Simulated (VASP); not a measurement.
# MgBeS3 (Pm-3m) in VASP: further runs, part 2 of 2

VASP 6.6.1. The steps go on from the part before.

### 3 Relaxation of cell and atoms, PBE

The input, INCAR:

```
PREC     = Accurate       # precision mode
ENCUT    = 600            # plane-wave cutoff, eV
EDIFF    = 1E-7           # SCF threshold, eV
ISMEAR   = 0              # smearing method
SIGMA    = 0.1            # smearing width, eV
LREAL    = F              # projectors in reciprocal space
LASPH    = T              # aspherical terms in the spheres
NELM     = 60             # most SCF steps
ALGO     = Normal         # electronic algorithm
ISIF     = 3              # what is computed and relaxed
LWAVE    = F              # write WAVECAR
LCHARG   = F              # write CHGCAR
GGA      = PE             # functional
IBRION   = 2              # ionic algorithm
NSW      = 100            # ionic steps
EDIFFG   = -0.01          # ionic threshold
```

The input, KPOINTS:

```
regular mesh
0
Gamma
  8 8 8
```

The input, POSCAR:

```
MgBeS3
1.0
    4.7436757370      0.0000000000      0.0000000000
    0.0000000000      4.7436757370      0.0000000000
    0.0000000000      0.0000000000      4.7436757370
Mg Be S
1 1 3
Direct
    0.5000000000      0.5000000000      0.5000000000
    0.0000000000      0.0000000000      0.0000000000
    0.0000000000      0.5000000000      0.5000000000
    0.5000000000      0.5000000000      0.0000000000
    0.5000000000      0.0000000000      0.5000000000
```

Potentials or basis: VASP PAW PBE potentials, release 64 (Mg, Be, S).

Command:

```console
> cat potpaw_PBE.64/Mg/POTCAR potpaw_PBE.64/Be/POTCAR potpaw_PBE.64/S/POTCAR > POTCAR
> mpirun -np 1 vasp_std > vasp.out
```

OUTCAR:

```text
PREC = Accurate
   ENCUT = 600
   EDIFF = 1E-7
   ISMEAR = 0
   LREAL = F
   LASPH = T
   NELM = 60
   ISIF = 3
   GGA = PE
   IBRION = 2
   NSW = 100
   EDIFFG = -0.01

 ion  position               nearest neighbor table
   1  0.500  0.500  0.500-   3 2.37   4 2.37   5 2.37   4 2.37   5 2.37   3 2.37
   2  0.000  0.000  0.000-
   3  0.000  0.500  0.500-   1 2.37   1 2.37
   4  0.500  0.500  0.000-   1 2.37   1 2.37
   5  0.500  0.000  0.500-   1 2.37   1 2.37

[... 637 lines left out ...]
  -------------------------------------------------------------------------------------
  Total       -0.0339337     -0.0339337     -0.0339337     -0.0000000     -0.0000000     -0.0000000
  in kB       -0.5093266     -0.5093266     -0.5093266     -0.0000000     -0.0000000     -0.0000000
  external PRESSURE =      -0.5093266 kB  Pullay stress =       0.0000000 kB

 VOLUME and BASIS-vectors are now :
 -----------------------------------------------------------------------------
  energy-cutoff  :      600.00
  volume of cell :      106.74
      direct lattice vectors                 reciprocal lattice vectors
     4.743675737  0.000000000  0.000000000     0.210806989  0.000000000  0.000000000
     0.000000000  4.743675737  0.000000000     0.000000000  0.210806989  0.000000000
     0.000000000  0.000000000  4.743675737     0.000000000  0.000000000  0.210806989

 POSITION                                       TOTAL-FORCE (eV/Angst)
 -----------------------------------------------------------------------------------
      2.37184      2.37184      2.37184         0.000000      0.000000      0.000000
      0.00000      0.00000      0.00000         0.000000      0.000000      0.000000
      0.00000      2.37184      2.37184         0.000000      0.000000      0.000000
      2.37184      2.37184      0.00000         0.000000      0.000000      0.000000
      2.37184      0.00000      2.37184         0.000000      0.000000      0.000000
 -----------------------------------------------------------------------------------
    total drift:                                0.000000     -0.000000     -0.000000

  FREE ENERGIE OF THE ION-ELECTRON SYSTEM (eV)
  ---------------------------------------------------
  free  energy   TOTEN  =       -14.1622327734 eV

  energy  without entropy=      -14.1305555371  energy(sigma->0) =      -14.14639416

 reached required accuracy - stopping structural energy minimisation
```

CONTCAR:

```text
MgBeS3
   1.00000000000000
     4.7436757370000002    0.0000000000000000    0.0000000000000000
     0.0000000000000000    4.7436757370000002    0.0000000000000000
     0.0000000000000000    0.0000000000000000    4.7436757370000002
  Mg              Be              S
     1     1     3
Direct
     0.5000000000000000    0.5000000000000000    0.5000000000000000
     0.0000000000000000    0.0000000000000000    0.0000000000000000
     0.0000000000000000    0.5000000000000000    0.5000000000000000
     0.5000000000000000    0.5000000000000000    0.0000000000000000
     0.5000000000000000    0.0000000000000000    0.5000000000000000

  0.00000000E+00  0.00000000E+00  0.00000000E+00
  0.00000000E+00  0.00000000E+00  0.00000000E+00
  0.00000000E+00  0.00000000E+00  0.00000000E+00
  0.00000000E+00  0.00000000E+00  0.00000000E+00
  0.00000000E+00  0.00000000E+00  0.00000000E+00
```

Wall time 1.9 min (1 thread of Intel Xeon Platinum 8259CL at 2.50GHz (Skylake/Cascade Lake), shared host); peak memory 0.27 GiB.

What came out:

- Free energy: -14.1622 eV
- Pressure after relaxing: -0.1 GPa
- Band gap on the k mesh: zero (band 11 reaches 3.10 eV, above the bottom of band 12 at 2.08 eV)

Final structure:
```
CELL_PARAMETERS angstrom
4.74368 0.00000 0.00000
0.00000 4.74368 0.00000
0.00000 0.00000 4.74368
ATOMIC_POSITIONS crystal
Mg 0.50000 0.50000 0.50000
Be 0.00000 0.00000 0.00000
S 0.00000 0.50000 0.50000
S 0.50000 0.50000 0.00000
S 0.50000 0.00000 0.50000
```

Caveat: the relaxation stopped at its first step, so nothing moved.
